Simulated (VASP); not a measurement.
# W (P-1) in VASP: relaxation of cell and atoms with PBE

Aim: the relaxation of cell and atoms of W with PBE.

All numbers are computed with VASP 6.6.1; they aren't measurements. Logs are shortened: lines on timing, memory, paths and dates and some standing lists are left out, and cuts for length are marked.

### Step 1. The cell of the first run

The typed cell holds 2 atoms: a = 2.946 Å, b = 4.079 Å, c = 4.532 Å, α = 60.26°, β = 116.26°, γ = 114.52°.

### Step 2. Relaxation of cell and atoms, PBE

Contents of INCAR:

```
  PREC = Accurate
  ENCUT = 600
  EDIFF = 1E-7
  ISMEAR = 0
  SIGMA = 0.1
  LREAL = False
  LASPH = True
  NELM = 60
  ALGO = Normal
  ISIF = 3
  LWAVE = False
  LCHARG = False
  GGA = PE
  IBRION = 2
  NSW = 90
  EDIFFG = -0.04
```

Contents of KPOINTS:

```
regular mesh
0
Gamma
  6 6 4
```

Contents of POSCAR:

```
W
1.0
    2.9464638174      0.0000000000      0.0000000000
   -1.6928575254      3.7108383831      0.0000000000
   -2.0048925048      1.5565517962      3.7543327173
W
2
Direct
    0.3664024138      0.4814212753      0.2917642487
    0.1979167558      0.8336773223      0.8876286085
```

Potentials or basis: VASP PAW PBE potentials, release 64 (W_sv).

Command:

```
$ cat potpaw_PBE.64/W_sv/POTCAR > POTCAR
$ mpirun -np 1 vasp_std > vasp.out
```

OUTCAR:

```text
PREC = Accurate
   ENCUT = 600
   EDIFF = 1E-7
   ISMEAR = 0
   LREAL = False
   LASPH = True
   NELM = 60
   ISIF = 3
   GGA = PE
   IBRION = 2
   NSW = 90
   EDIFFG = -0.04

 ion  position               nearest neighbor table
   1  0.366  0.481  0.292-   2 1.69   2 2.75   2 3.14   2 3.23
   2  0.198  0.834  0.888-   1 1.69   1 2.75   1 3.14   1 3.23

 -----------------------------------------------------------------------------
|                                                                             |
|           W    W    AA    RRRRR   N    N  II  N    N   GGGG   !!!           |
|           W    W   A  A   R    R  NN   N  II  NN   N  G    G  !!!           |
|           W    W  A    A  R    R  N N  N  II  N N  N  G       !!!           |
|           W WW W  AAAAAA  RRRRR   N  N N  II  N  N N  G  GGG   !            |
|           WW  WW  A    A  R   R   N   NN  II  N   NN  G    G                |
|           W    W  A    A  R    R  N    N  II  N    N   GGGG   !!!           |
|                                                                             |
|     The distance between some ions is very small. Please check the          |
|     nearest-neighbor list in the OUTCAR file.                               |
|     I HOPE YOU KNOW WHAT YOU ARE DOING!                                     |
|                                                                             |
 -----------------------------------------------------------------------------

  LATTYP: Found a triclinic cell.
 ALAT       =     4.1718609976
 B/A-ratio  =     1.8118247641
 C/A-ratio  =     1.3434157403
 COS(alpha) =     0.0100559438
 COS(beta)  =     0.4161764087
 COS(gamma) =     0.8832556137

  Lattice vectors:

 A1 = (   0.9415713126,   1.5565517962,   3.7543327173)
 A2 = (   0.6295363332,  -0.5977347907,   7.5086654346)
 A3 = (   4.2000701094,   3.7108383831,   0.0000000000)

Analysis of symmetry for initial positions (statically):
=====================================================================
 Subroutine PRICEL returns:
 Original cell was already a primitive cell.

 Routine SETGRP: Setting up the symmetry group for a
 triclinic supercell.

 Subroutine GETGRP returns: Found  2 space group operations
 (whereof  1 operations were pure point group operations)
 out of a pool of  2 trial point group operations.

The static configuration has the point symmetry C_1 .
 The point group associated with its full space group is S_2 .

Analysis of symmetry for dynamics (positions and initial velocities):
=====================================================================
 Subroutine PRICEL returns:
 Original cell was already a primitive cell.

 Routine SETGRP: Setting up the symmetry group for a
 triclinic supercell.

 Subroutine GETGRP returns: Found  2 space group operations
 (whereof  1 operations were pure point group operations)
 out of a pool of  2 trial point group operations.

The dynamic configuration has the point symmetry C_1 .
 The point group associated with its full space group is S_2 .

 Subroutine INISYM returns: Found  2 space group operations
 (whereof  1 operations are pure point group operations),
 and found     1 'primitive' translations

----------------------------------------------------------------------------------------

                                     Primitive cell

  volume of cell :      41.0493

  direct lattice vectors                    reciprocal lattice vectors
     2.946463817  0.000000000  0.000000000     0.339389880  0.154827199  0.117049741
    -1.692857525  3.710838383  0.000000000     0.000000000  0.269480882 -0.111727165
    -2.004892505  1.556551796  3.754332717     0.000000000  0.000000000  0.266358918

  length of vectors
     2.946463817  4.078736092  4.531827623     0.390970067  0.291724022  0.266358918

  position of ions in fractional coordinates (direct lattice)
     0.366402414  0.481421275  0.291764249
     0.197916756  0.833677322  0.887628609

  ion indices of the primitive-cell ions
   primitive index   ion index
                 1           1
                 2           2

----------------------------------------------------------------------------------------

 KPOINTS: regular mesh

Automatic generation of k-mesh.
 Grid dimensions read from file:
 generate k-points for:    6    6    4

 Generating k-lattice:

  Cartesian coordinates                     Fractional coordinates (reciprocal lattice)
     0.056564980  0.025804533  0.019508290     0.166666667  0.000000000  0.000000000
     0.000000000  0.044913480 -0.018621194     0.000000000  0.166666667  0.000000000
     0.000000000  0.000000000  0.066589729     0.000000000  0.000000000  0.250000000

  Length of vectors
     0.065161678  0.048620670  0.066589729

  Shift w.r.t. Gamma in fractional coordinates (k-lattice)
     0.000000000  0.000000000  0.000000000

 Subroutine IBZKPT returns following result:
 ===========================================

 Found     76 irreducible k-points:

 Following reciprocal coordinates:
            Coordinates               Weight
  0.000000  0.000000  0.000000      1.000000
  0.166667  0.000000 -0.000000      2.000000
  0.333333 -0.000000 -0.000000      2.000000
  0.500000  0.000000  0.000000      1.000000
  0.000000  0.166667  0.000000      2.000000
  0.166667  0.166667  0.000000      2.000000
[... 16 lines left out ...]
  0.333333 -0.000000  0.250000      2.000000
  0.500000  0.000000  0.250000      2.000000
 [... further k-points ...]
   k-points           NKPTS =     76   k-points in BZ     NKDIM =     76   number of bands    NBANDS=     18
   number of dos      NEDOS =    301   number of ions     NIONS =      2
   total plane-waves  NPLWV =  31104
   dimension x,y,z NGX =    24 NGY =   36 NGZ =   36
   dimension x,y,z NGXF=    48 NGYF=   72 NGZF=   72
   ions per type =               2
   NGX,Y,Z   is equivalent  to a cutoff of  13.54, 14.67, 13.21 a.u.
   NGXF,Y,Z  is equivalent  to a cutoff of  27.08, 29.35, 26.41 a.u.
 SYSTEM =  unknown system
   PREC   = accura    normal or accurate (medium, high low for compatibility)
   ISTART =      0    job   : 0-new  1-cont  2-samecut
   ICHARG =      2    charge: 1-file 2-atom 10-const
   ISPIN  =      1    spin polarized calculation?
   LNONCOLLINEAR =      F non collinear calculations
   LSORBIT =      F    spin-orbit coupling
   LASPH  =      T    aspherical Exc in radial PAW
   ENCUT  =  600.0 eV  44.10 Ry    6.64 a.u.   5.88  8.15  9.05*2*pi/ulx,y,z
   NELM   =     60;   NELMIN=  2; NELMDL= -5     # of ELM steps
   EDIFF  = 0.1E-06   stopping-criterion for ELM
   LREAL  =      F    real-space projection
   EDIFFG = -.4E-01   stopping-criterion for IOM
   NSW    =     90    number of steps for IOM
   IBRION =      2    ionic relax: 0-MD 1-quasi-New 2-CG
   NFREE  =      1    steps in history (QN), initial steepest desc. (CG)
   ISIF   =      3    stress and relaxation
   ISYM   =      2    0-nonsym 1-usesym 2-fastsym
   POTIM  = 0.5000    time-step for ionic-motion
   TEBEG  =    0.0;   TEEND  =   0.0 temperature during run
   PSTRESS=    0.0 pullay stress
   NELECT =      28.0000    total number of electrons
   NUPDOWN=      -1.0000    fix difference up-down
   EMIN   =  10.00;   EMAX   =-10.00  energy-range for DOS
   EFERMI =   0.00;   METHOD = LEGACY
   ISMEAR =     0;   SIGMA  =   0.10  broadening in eV -4-tet -1-fermi 0-gaus
   EFERMI_NEDOS =   21; number of points for ismear=-14 and -15
   IALGO  =     38    algorithm
   IMIX   =      4    mixing-type and parameters
     AMIX     =   0.40;   BMIX     =  1.00
     AMIX_MAG =   1.60;   BMIX_MAG =  1.00
  volume/ion in A,a.u.               =      20.52       138.51
  Fermi-wavevector in a.u.,A,eV,Ry     =   1.441094  2.723272 28.255912  2.076751
  Thomas-Fermi vector in A             =   2.559764
   LORBIT       =      0    0 simple, 1 ext, 2 COOP (PROOUT), +10 PAW based schemes
   GGA     = PE    functional components
   LHFCALC =     F    Hartree Fock is set to
   AEXX    =    0.0000 exact exchange contribution
   IVDW    =     0    specifies the selected vdW correction
   LEPSILON=     F    determine dielectric tensor
   LRPA    =     F    only Hartree local field effects (RPA)
 conjugate gradient relaxation of ions
 non-spin polarized calculation
 Gauss-broadening in eV      SIGMA  =   0.10
  energy-cutoff  :      600.00
  volume of cell :       41.05
 maximum number of plane-waves:      1384
   NGX = 11   NGY = 17   NGZ = 19

--------------------------------------- Ionic step        1  -------------------------------------------

 number of electron      27.9999998 magnetization

 Free energy of the ion-electron system (eV)
  ---------------------------------------------------
  ext. energy  EPLUGINS =         0.00000000
  ---------------------------------------------------
  free energy    TOTEN  =       -11.54504484 eV

  energy without entropy =      -11.53798770  energy(sigma->0) =      -11.54151627

------------------------ aborting loop because EDIFF is reached ----------------------------------------

  FORCE on cell =-STRESS in cart. coord.  units (eV):
  Direction    XX          YY          ZZ          XY          YZ          ZX
  --------------------------------------------------------------------------------------
  -------------------------------------------------------------------------------------
  Total        5.0946436     10.9073125     64.9701387     -4.8627243    -30.0553704     12.0009333
  in kB      198.8467434    425.7184076   2535.8202507   -189.7948054  -1173.0776380    468.4030262
  external PRESSURE =    1053.4618006 kB  Pullay stress =       0.0000000 kB
[... 1103 lines left out ...]
      4     -29.1048      2.00000
      5     -28.5499      2.00000
      6     -28.3971      2.00000
[... 10 lines left out ...]
     17      14.2682      0.00000
     18      14.6672      0.00000

 [... further k-points ...]

[... ionic steps 4 to 73 ...]

--------------------------------------- Ionic step       74  -------------------------------------------

 number of electron      28.0000002 magnetization

------------------------ aborting loop because EDIFF is reached ----------------------------------------

  FORCE on cell =-STRESS in cart. coord.  units (eV):
  Direction    XX          YY          ZZ          XY          YZ          ZX
  --------------------------------------------------------------------------------------
  -------------------------------------------------------------------------------------
  Total       -0.0314113      0.1216318     -0.0223625     -0.0587312      0.0376252     -0.0257459
  in kB       -1.5788062      6.1135067     -1.1239939     -2.9519707      1.8911316     -1.2940508
  external PRESSURE =       1.1369022 kB  Pullay stress =       0.0000000 kB
[... 57 lines left out ...]
  energy  without entropy=      -25.8028463981  energy(sigma->0) =      -25.80578221

--------------------------------------- Ionic step       76  -------------------------------------------

 number of electron      28.0000002 magnetization

 Free energy of the ion-electron system (eV)
  ---------------------------------------------------
  ext. energy  EPLUGINS =         0.00000000
  ---------------------------------------------------
  free energy    TOTEN  =       -25.80895797 eV

  energy without entropy =      -25.80280640  energy(sigma->0) =      -25.80588219

 E-fermi :  11.5271     XC(G=0): -13.6060

 val. band max:       11.5251016174   @ k =   0.1667   0.3333   0.2500
 cond. band min:      11.5302284554   @ k =   0.0000   0.1667   0.2500
 fundamental gap:      0.0051268380
 Fermi energy:        11.5270618402

 k-point     1 :       0.0000    0.0000    0.0000
  band No.  band energies     occupation
      1     -62.8150      2.00000
      2     -62.6925      2.00000
      3     -27.6366      2.00000
      4     -26.7761      2.00000
      5     -26.4362      2.00000
      6     -26.3972      2.00000
[... 524 lines left out ...]
  FREE ENERGIE OF THE ION-ELECTRON SYSTEM (eV)
  ---------------------------------------------------
  free  energy   TOTEN  =       -25.8089579731 eV

  energy  without entropy=      -25.8028063991  energy(sigma->0) =      -25.80588219

 reached required accuracy - stopping structural energy minimisation
```

Run time: 41 min. Hardware: 1 thread of Intel Xeon 6975P-C (Granite Rapids), shared host; peak memory 0.27 GiB.

What came out:

```
Free energy                            : -25.8090 eV
Relaxed volume                         : 15.94 Å³/atom
Relaxed cell                           : a = 3.197 Å, b = 2.743 Å, c = 6.965 Å, α = 103.74°, β = 116.18°, γ = 126.39°
Space group after relaxing (to 0.05 Å) : C2/m (No. 12)
Energy gained by relaxing              : 7132.0 meV/atom
Ionic steps                            : 76
Pressure after relaxing                : 0.1 GPa
Largest force after relaxing           : 0.037 eV/Å
Band gap on the k mesh                 : zero (band 14 reaches 13.46 eV, above the bottom of band 15 at 10.64 eV)
```

Forces on the atoms (eV/Å):
```
W    0.032 -0.018  0.000
W   -0.032  0.018  0.000
```

The path:
```
step  energy change (eV)  largest force (eV/Å)  pressure (GPa)  volume (Å³)
   1              0.0000               46.6577          105.35        41.05
   3             -7.5747                2.9755           -3.48        75.20
   5             -7.6363                1.5346           -7.12        75.93
   7             -8.6864                4.2405            6.49        53.75
   9             -9.6969                4.8897            6.11        46.72
  11            -11.9126                4.7159           16.99        36.66
  13            -12.6161                4.2394            1.92        35.43
  15            -13.1585                0.4222            2.90        32.96
  17            -13.2507                0.3465           -1.65        33.27
  19            -13.3737                0.3133           -6.31        33.64
  21            -13.5301                0.4524            7.18        32.16
  23            -13.5992                0.4644            3.72        32.49
  25            -13.6029                0.4850            3.86        32.50
  27            -13.6659                0.3855           -4.95        33.41
  29            -13.6842                0.3462            0.52        32.79
  31            -13.6989                0.2423            0.56        32.72
  33            -13.7043                0.1385           -0.70        32.84
  35            -13.7075                0.0812            0.25        32.76
  37            -13.7082                0.0561            0.11        32.77
  39            -13.7093                0.1408            0.94        32.68
  41            -13.7104                0.1791            0.51        32.72
  43            -13.7149                0.3438           -1.41        32.92
  45            -13.7167                0.4754           -3.14        33.10
  47            -13.7177                0.4964           -3.27        33.11
  49            -13.7239                0.6469           -3.67        33.17
  51            -13.7392                1.0865           -4.63        33.32
  53            -13.7439                1.0250           -4.33        33.27
  55            -13.7630                1.2252           -2.84        33.11
  57            -13.8368                1.3056            2.83        32.35
  59            -13.8412                1.3388            5.32        32.08
  61            -13.9543                1.2223            3.60        32.04
  63            -14.0087                1.1781            3.22        31.98
  65            -14.1673                0.8435           -7.54        32.80
  67            -14.2200                0.5931           -3.89        32.35
  69            -14.2423                0.4009            0.67        31.87
  71            -14.2613                0.1525           -0.84        31.98
  73            -14.2632                0.0751           -0.18        31.91
  75            -14.2637                0.0572            0.10        31.88
  76            -14.2639                0.0371            0.07        31.89
```

Final structure:
```
CELL_PARAMETERS angstrom
3.19539 0.02051 -0.09345
-1.68141 1.60270 -1.45969
-2.88835 -0.09107 6.33707
ATOMIC_POSITIONS crystal
W 0.53092 0.15817 0.83977
W 0.03340 0.15693 0.33962
```

Levels at points of the mesh, in eV from the Fermi level:
```
           k point  band 10  band 11  band 12  band 13  band 14  band 15  band 16  band 17  band 18
(0.00, 0.00, 0.00)    -6.42    -3.86    -1.72    -1.30    -1.12     0.37     1.91     2.25     2.30
(0.50, 0.00, 0.00)    -4.92    -3.51    -3.46    -2.33    -2.31     1.71     1.75     2.66     2.70
(0.00, 0.50, 0.00)    -5.99    -5.89    -3.76     0.75     1.93     2.96     4.65     4.95     5.37
(0.50, 0.50, 0.00)    -4.99    -3.48    -3.42    -2.44    -2.43     1.94     1.94     2.85     2.89
(0.00, 0.00, 0.50)    -7.40    -2.88    -2.88    -2.08    -2.08     1.41     1.41     1.82     1.82
(0.50, 0.00, 0.50)    -6.38    -3.75    -3.49     0.37     0.72     1.79     1.92     2.82     2.98
(0.00, 0.50, 0.50)    -5.04    -3.77    -3.76    -0.96    -0.96    -0.02    -0.02     5.66     5.66
(0.50, 0.50, 0.50)    -6.41    -3.84    -3.50     0.38     0.38     1.74     2.20     2.82     3.27
```

Caveat: the k points lie up to 0.66 Å⁻¹ apart in the final cell; the volume moved by over 15 % at a fixed basis, so the end points are rough; spin-orbit coupling is left out, which moves the levels of the heavy elements.
